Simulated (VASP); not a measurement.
# CdS (P6_3mc) in VASP: a series of runs

The runs below take CdS through single point, relaxation of cell and atoms, with PBE.

Program: VASP 6.6.1. These are calculated values, not measurements. Logs are shortened: lines on timing, memory, paths and dates and some standing lists are left out, and cuts for length are marked.

**1. The cell of the first run**

The structure is hexagonal, space group P6_3mc (No. 186). The conventional cell has a = 4.196 Å, b = 4.196 Å, c = 6.829 Å, α = 90.00°, β = 90.00°, γ = 120.00°. Within 3.4 Å of Cd (site symmetry 3m) lie 4 S at 2.57 Å. Within 3.4 Å of S (site symmetry 3m) lie 4 Cd at 2.57 Å.

**2. Single point, PBE**

INCAR

```
  PREC = Accurate
  ENCUT = 520
  EDIFF = 1E-6
  ISMEAR = 0
  SIGMA = 0.01
  LREAL = False
  LASPH = True
  NELM = 100
  ALGO = Normal
  ISIF = 2
  LWAVE = False
  LCHARG = False
  GGA = PE
  NBANDS = 26
```

KPOINTS

```
Automatic mesh
0
Gamma
  9 9 6
```

POSCAR

```
CdS
1.0
    4.1964328011      0.0000000000      0.0000000000
   -2.0982164005      3.6342174110      0.0000000000
    0.0000000000      0.0000000000      6.8286848718
Cd S
2 2
Direct
    0.3333333333      0.6666666667      0.0002076453
    0.6666666667      0.3333333333      0.5002076453
    0.3333333333      0.6666666667      0.3767923547
    0.6666666667      0.3333333333      0.8767923547
```

Potentials or basis: VASP PAW PBE potentials, release 64 (Cd, S).

Run with:

```console
> cat potpaw_PBE.64/Cd/POTCAR potpaw_PBE.64/S/POTCAR > POTCAR
> mpirun -np 1 vasp_std > vasp.out
```

OUTCAR:

```text
PREC = Accurate
   ENCUT = 520
   EDIFF = 1E-6
   ISMEAR = 0
   LREAL = False
   LASPH = True
   NELM = 100
   ISIF = 2
   GGA = PE

 ion  position               nearest neighbor table
   1  0.333  0.667  0.000-   4 2.57   4 2.57   4 2.57   3 2.57
   2  0.667  0.333  0.500-   3 2.57   3 2.57   3 2.57   4 2.57
   3  0.333  0.667  0.377-   2 2.57   2 2.57   2 2.57   1 2.57
   4  0.667  0.333  0.877-   1 2.57   1 2.57   1 2.57   2 2.57

  LATTYP: Found a hexagonal cell.
 ALAT       =     4.1964328011
 C/A-ratio  =     1.6272594357

  Lattice vectors:

 A1 = (   4.1964328011,   0.0000000000,   0.0000000000)
 A2 = (  -2.0982164005,   3.6342174110,   0.0000000000)
 A3 = (   0.0000000000,   0.0000000000,   6.8286848718)

Analysis of symmetry for initial positions (statically):
=====================================================================
 Subroutine PRICEL returns:
 Original cell was already a primitive cell.

 Routine SETGRP: Setting up the symmetry group for a
 hexagonal supercell.

 Subroutine GETGRP returns: Found 12 space group operations
 (whereof  6 operations were pure point group operations)
 out of a pool of 24 trial point group operations.

The static configuration has the point symmetry C_3v.
 The point group associated with its full space group is C_6v.

Analysis of symmetry for dynamics (positions and initial velocities):
=====================================================================
 Subroutine PRICEL returns:
 Original cell was already a primitive cell.

 Routine SETGRP: Setting up the symmetry group for a
 hexagonal supercell.

 Subroutine GETGRP returns: Found 12 space group operations
 (whereof  6 operations were pure point group operations)
 out of a pool of 24 trial point group operations.

The dynamic configuration has the point symmetry C_3v.
 The point group associated with its full space group is C_6v.

 Subroutine INISYM returns: Found 12 space group operations
 (whereof  6 operations are pure point group operations),
 and found     1 'primitive' translations

----------------------------------------------------------------------------------------

                                     Primitive cell

  volume of cell :     104.1426

  direct lattice vectors                    reciprocal lattice vectors
     4.196432801  0.000000000  0.000000000     0.238297632  0.137581202  0.000000000
    -2.098216401  3.634217411  0.000000000     0.000000000  0.275162404  0.000000000
     0.000000000  0.000000000  6.828684872     0.000000000  0.000000000  0.146441082

  length of vectors
     4.196432801  4.196432801  6.828684872     0.275162404  0.275162404  0.146441082

  position of ions in fractional coordinates (direct lattice)
     0.333333333  0.666666667  0.000207645
     0.666666667  0.333333333  0.500207645
     0.333333333  0.666666667  0.376792355
     0.666666667  0.333333333  0.876792355

  ion indices of the primitive-cell ions
   primitive index   ion index
                 1           1
                 2           2
                 3           3
                 4           4

----------------------------------------------------------------------------------------

 KPOINTS: Automatic mesh

Automatic generation of k-mesh.
 Grid dimensions read from file:
 generate k-points for:    9    9    6

 Generating k-lattice:

  Cartesian coordinates                     Fractional coordinates (reciprocal lattice)
     0.026477515  0.015286800  0.000000000     0.111111111  0.000000000  0.000000000
     0.000000000  0.030573600  0.000000000     0.000000000  0.111111111  0.000000000
     0.000000000  0.000000000  0.024406847     0.000000000  0.000000000  0.166666667

  Length of vectors
     0.030573600  0.030573600  0.024406847

  Shift w.r.t. Gamma in fractional coordinates (k-lattice)
     0.000000000  0.000000000  0.000000000

 Subroutine IBZKPT returns following result:
 ===========================================

 Found     48 irreducible k-points:

 Following reciprocal coordinates:
            Coordinates               Weight
  0.000000  0.000000  0.000000      1.000000
  0.111111  0.000000  0.000000      6.000000
  0.222222  0.000000  0.000000      6.000000
  0.333333  0.000000  0.000000      6.000000
  0.444444  0.000000  0.000000      6.000000
  0.111111  0.111111  0.000000      6.000000
[... 16 lines left out ...]
  0.333333  0.222222  0.166667     24.000000
  0.333333  0.333333  0.166667      4.000000
 [... further k-points ...]
   k-points           NKPTS =     48   k-points in BZ     NKDIM =     48   number of bands    NBANDS=     26
   number of dos      NEDOS =    301   number of ions     NIONS =      4
   total plane-waves  NPLWV =  55296
   dimension x,y,z NGX =    32 NGY =   32 NGZ =   54
   dimension x,y,z NGXF=    64 NGYF=   64 NGZF=  108
   ions per type =               2   2
   NGX,Y,Z   is equivalent  to a cutoff of  12.68, 12.68, 13.15 a.u.
   NGXF,Y,Z  is equivalent  to a cutoff of  25.35, 25.35, 26.29 a.u.
 SYSTEM =  unknown system
   PREC   = accura    normal or accurate (medium, high low for compatibility)
   ISTART =      0    job   : 0-new  1-cont  2-samecut
   ICHARG =      2    charge: 1-file 2-atom 10-const
   ISPIN  =      1    spin polarized calculation?
   LNONCOLLINEAR =      F non collinear calculations
   LSORBIT =      F    spin-orbit coupling
   LASPH  =      T    aspherical Exc in radial PAW
   ENCUT  =  520.0 eV  38.22 Ry    6.18 a.u.   7.80  7.80 12.70*2*pi/ulx,y,z
   NELM   =    100;   NELMIN=  2; NELMDL= -5     # of ELM steps
   EDIFF  = 0.1E-05   stopping-criterion for ELM
   LREAL  =      F    real-space projection
   EDIFFG = 0.1E-04   stopping-criterion for IOM
   NSW    =      0    number of steps for IOM
   IBRION =     -1    ionic relax: 0-MD 1-quasi-New 2-CG
   NFREE  =      0    steps in history (QN), initial steepest desc. (CG)
   ISIF   =      2    stress and relaxation
   ISYM   =      2    0-nonsym 1-usesym 2-fastsym
   POTIM  = 0.5000    time-step for ionic-motion
   TEBEG  =    0.0;   TEEND  =   0.0 temperature during run
   PSTRESS=    0.0 pullay stress
   NELECT =      36.0000    total number of electrons
   NUPDOWN=      -1.0000    fix difference up-down
   EMIN   =  10.00;   EMAX   =-10.00  energy-range for DOS
   EFERMI =   0.00;   METHOD = LEGACY
   ISMEAR =     0;   SIGMA  =   0.01  broadening in eV -4-tet -1-fermi 0-gaus
   EFERMI_NEDOS =   21; number of points for ismear=-14 and -15
   IALGO  =     38    algorithm
   IMIX   =      4    mixing-type and parameters
     AMIX     =   0.40;   BMIX     =  1.00
     AMIX_MAG =   1.60;   BMIX_MAG =  1.00
  volume/ion in A,a.u.               =      26.04       175.70
  Fermi-wavevector in a.u.,A,eV,Ry     =   1.148946  2.171193 17.960734  1.320077
  Thomas-Fermi vector in A             =   2.285618
   LORBIT       =      0    0 simple, 1 ext, 2 COOP (PROOUT), +10 PAW based schemes
   GGA     = PE    functional components
   LHFCALC =     F    Hartree Fock is set to
   AEXX    =    0.0000 exact exchange contribution
   IVDW    =     0    specifies the selected vdW correction
   LEPSILON=     F    determine dielectric tensor
   LRPA    =     F    only Hartree local field effects (RPA)
 non-spin polarized calculation
 Gauss-broadening in eV      SIGMA  =   0.01
  energy-cutoff  :      520.00
  volume of cell :      104.14
 maximum number of plane-waves:      2838
 NGX is ok and might be reduce to    32
   NGX = 15   NGY = 15   NGZ = 25

 number of electron      36.0000000 magnetization

 Free energy of the ion-electron system (eV)
  ---------------------------------------------------
  ext. energy  EPLUGINS =         0.00000000
  ---------------------------------------------------
  free energy    TOTEN  =       -12.29967499 eV

  energy without entropy =      -12.29967499  energy(sigma->0) =      -12.29967499

 E-fermi :   0.9963     XC(G=0):  -8.9197

 val. band max:        0.9116427422   @ k =   0.0000   0.0000   0.0000
 cond. band min:       2.0251437640   @ k =   0.0000   0.0000   0.0000
 fundamental gap:      1.1135010218
 Fermi energy:         0.9963212404

 k-point     1 :       0.0000    0.0000    0.0000
  band No.  band energies     occupation
      1     -11.1770      2.00000
      2     -10.7894      2.00000
      3      -6.6363      2.00000
      4      -6.6307      2.00000
      5      -6.6307      2.00000
      6      -6.5564      2.00000
[... 18 lines left out ...]
     25       8.4602      0.00000
     26       8.4643      0.00000

 k-point     2 :       0.1111    0.0000    0.0000
  band No.  band energies     occupation
      1     -11.1374      2.00000
      2     -10.7718      2.00000
      3      -6.6245      2.00000
      4      -6.6146      2.00000
      5      -6.5983      2.00000
      6      -6.5377      2.00000
[... 18 lines left out ...]
     25       8.3827      0.00000
     26       8.7135      0.00000

 k-point     3 :       0.2222    0.0000    0.0000
  band No.  band energies     occupation
      1     -11.0337      2.00000
      2     -10.7301      2.00000
      3      -6.5901      2.00000
      4      -6.5780      2.00000
      5      -6.5125      2.00000
      6      -6.4773      2.00000
[... 18 lines left out ...]
     25       8.6487      0.00000
     26       9.3901      0.00000

 k-point     4 :       0.3333    0.0000    0.0000
  band No.  band energies     occupation
      1     -10.9070      2.00000
      2     -10.6910      2.00000
      3      -6.5599      2.00000
      4      -6.5463      2.00000
      5      -6.4323      2.00000
      6      -6.4135      2.00000
[... 18 lines left out ...]
     25       9.2183      0.00000
     26       9.5966      0.00000

 k-point     5 :       0.4444    0.0000    0.0000
  band No.  band energies     occupation
      1     -10.8128      2.00000
      2     -10.6768      2.00000
      3      -6.5466      2.00000
      4      -6.5321      2.00000
      5      -6.3777      2.00000
      6      -6.3741      2.00000
[... 18 lines left out ...]
     25       9.2889      0.00000
     26      10.6162      0.00000

 k-point     6 :       0.1111    0.1111    0.0000
  band No.  band energies     occupation
      1     -11.0657      2.00000
      2     -10.7422      2.00000
      3      -6.5980      2.00000
      4      -6.5903      2.00000
      5      -6.5381      2.00000
      6      -6.5061      2.00000
[... 427 lines left out ...]
 k-point    21 :       0.4444    0.1111    0.1667
  band No.  band energies     occupation
      1     -10.7749      2.00000
      2     -10.6824      2.00000
      3      -6.5386      2.00000
      4      -6.5182      2.00000
      5      -6.3968      2.00000
      6      -6.3781      2.00000
[... 18 lines left out ...]
     25       9.2671      0.00000
     26      10.6774      0.00000

 k-point    22 :       0.2222    0.2222    0.1667
  band No.  band energies     occupation
      1     -10.8333      2.00000
      2     -10.6889      2.00000
      3      -6.5489      2.00000
      4      -6.5126      2.00000
      5      -6.4261      2.00000
      6      -6.4074      2.00000
[... 18 lines left out ...]
     25       8.8471      0.00000
     26       9.9958      0.00000

 k-point    23 :       0.3333    0.2222    0.1667
  band No.  band energies     occupation
      1     -10.7562      2.00000
      2     -10.6841      2.00000
      3      -6.5498      2.00000
      4      -6.4809      2.00000
      5      -6.4070      2.00000
      6      -6.3785      2.00000
[... 18 lines left out ...]
     25       9.4339      0.00000
     26      10.1487      0.00000

 k-point    24 :       0.3333    0.3333    0.1667
  band No.  band energies     occupation
      1     -10.7063      2.00000
      2     -10.7063      2.00000
      3      -6.5555      2.00000
      4      -6.4315      2.00000
      5      -6.4315      2.00000
      6      -6.3714      2.00000
[... 18 lines left out ...]
     25       9.9103      0.00000
     26       9.9104      0.00000

 [... further k-points ...]
[... 5 lines left out ...]
  --------------------------------------------------------------------------------------
  -------------------------------------------------------------------------------------
  Total        0.1873684      0.1873684      0.1878800      0.0000000      0.0000000      0.0000000
  in kB        2.8825622      2.8825622      2.8904334      0.0000000      0.0000000      0.0000000
  external PRESSURE =       2.8851859 kB  Pullay stress =       0.0000000 kB

 VOLUME and BASIS-vectors are now :
 -----------------------------------------------------------------------------
  energy-cutoff  :      520.00
  volume of cell :      104.14
      direct lattice vectors                 reciprocal lattice vectors
     4.196432801  0.000000000  0.000000000     0.238297632  0.137581202  0.000000000
    -2.098216401  3.634217411  0.000000000     0.000000000  0.275162404  0.000000000
     0.000000000  0.000000000  6.828684872     0.000000000  0.000000000  0.146441082

 POSITION                                       TOTAL-FORCE (eV/Angst)
 -----------------------------------------------------------------------------------
     -0.00000      2.42281      0.00142         0.000000     -0.000000      0.000685
      2.09822      1.21141      3.41576        -0.000000      0.000000      0.000685
     -0.00000      2.42281      2.57300         0.000000      0.000000     -0.000685
      2.09822      1.21141      5.98734        -0.000000      0.000000     -0.000685
 -----------------------------------------------------------------------------------
    total drift:                               -0.000000     -0.000000     -0.000319

  FREE ENERGIE OF THE ION-ELECTRON SYSTEM (eV)
  ---------------------------------------------------
  free  energy   TOTEN  =       -12.2996749858 eV

  energy  without entropy=      -12.2996749858  energy(sigma->0) =      -12.29967499
```

Run time: 2 min. Hardware: 1 thread of Intel Xeon 8259CL, shared host; peak memory 0.28 GiB.

Results:

```
Free energy            : -12.2997 eV
Pressure               : 0.3 GPa
Band gap on the k mesh : 1.11 eV
```

**3. Relaxation of cell and atoms, PBE**

This run uses another cell than the first one, of 24.94 Å³/atom.

INCAR

```
PREC = Accurate
ENCUT = 600
EDIFF = 1E-7
ISMEAR = 0
SIGMA = 0.01
LREAL = F
LASPH = T
NELM = 100
ALGO = Normal
ISIF = 3
LWAVE = F
LCHARG = F
GGA = PE
IBRION = 2
NSW = 80
EDIFFG = -0.001
```

KPOINTS

```
regular mesh
0
Gamma
  9 9 6
```

POSCAR

```
CdS
1.0
    4.1400000000      0.0000000000      0.0000000000
   -2.0700000000      3.5853451717      0.0000000000
    0.0000000000      0.0000000000      6.7200000000
Cd S
2 2
Direct
    0.3333333333      0.6666666667      0.0000000000
    0.6666666667      0.3333333333      0.5000000000
    0.3333333333      0.6666666667      0.3770000000
    0.6666666667      0.3333333333      0.8770000000
```

Potentials or basis: VASP PAW PBE potentials, release 64 (Cd, S).

Run with:

```console
> cat potpaw_PBE.64/Cd/POTCAR potpaw_PBE.64/S/POTCAR > POTCAR
> mpirun -np 1 vasp_std > vasp.out
```

Run time: 19 min. Hardware: 1 thread of Intel Xeon 8259CL, shared host; peak memory 0.34 GiB.

The run converged. Its results:

| Property | Result |
| --- | --- |
| Free energy | -12.2984 eV |
| Relaxed volume | 26.17 Å³/atom |
| Relaxed cell | a = 4.203 Å, b = 4.203 Å, c = 6.841 Å, α = 90.00°, β = 90.00°, γ = 120.00° |
| Space group after relaxing (to 0.1 Å) | P6_3mc (No. 186) |
| Energy gained by relaxing | 10.5 meV/atom |
| Ionic steps | 15 |
| Pressure after relaxing | 0.0 GPa |
| Band gap on the k mesh | 1.10 eV |

Step by step:
| step | energy change (eV) | largest force (eV/Å) | pressure (GPa) | volume (Å³) |
| --- | --- | --- | --- | --- |
| 1 | 0.0000 | 0.0027 | 2.86 | 99.75 |
| 2 | -0.0377 | 0.0043 | -0.81 | 106.32 |
| 3 | -0.0419 | 0.0029 | 0.01 | 104.65 |
| 4 | -0.0419 | 0.0030 | -0.04 | 104.75 |
| 5 | -0.0419 | 0.0047 | 0.01 | 104.64 |
| 6 | -0.0419 | 0.0046 | 0.01 | 104.64 |
| 7 | -0.0419 | 0.0049 | 0.02 | 104.63 |
| 8 | -0.0419 | 0.0049 | 0.01 | 104.63 |
| 9 | -0.0419 | 0.0045 | 0.01 | 104.64 |
| 10 | -0.0419 | 0.0033 | 0.00 | 104.66 |
| 11 | -0.0419 | 0.0031 | 0.00 | 104.66 |
| 12 | -0.0419 | 0.0014 | 0.00 | 104.65 |
| 13 | -0.0419 | 0.0003 | 0.00 | 104.66 |
| 14 | -0.0419 | 0.0008 | -0.01 | 104.67 |
| 15 | -0.0419 | 0.0003 | 0.00 | 104.66 |

Final structure:
```yaml
crystal:
  lattice:
    - [4.20321, 0.00000, 0.00000]
    - [-2.10161, 3.64009, 0.00000]
    - [0.00000, 0.00000, 6.84070]
  atoms:
    - { symbol: Cd, position: [0.33333, 0.66667, 0.00023] }
    - { symbol: Cd, position: [0.66667, 0.33333, 0.50023] }
    - { symbol: S, position: [0.33333, 0.66667, 0.37677] }
    - { symbol: S, position: [0.66667, 0.33333, 0.87677] }
```

Levels at points of the mesh, in eV from the valence-band top:
| k point | band 14 | band 15 | band 16 | band 17 | band 18 | band 19 | band 20 | band 21 | band 22 |
| --- | --- | --- | --- | --- | --- | --- | --- | --- | --- |
| (0.00, 0.00, 0.00) | -0.69 | -0.69 | -0.04 | 0.00 | 0.00 | 1.10 | 2.73 | 6.48 | 6.48 |
| (0.00, 0.00, 0.50) | -2.35 | -0.36 | -0.36 | -0.36 | -0.36 | 2.75 | 2.75 | 6.13 | 6.13 |
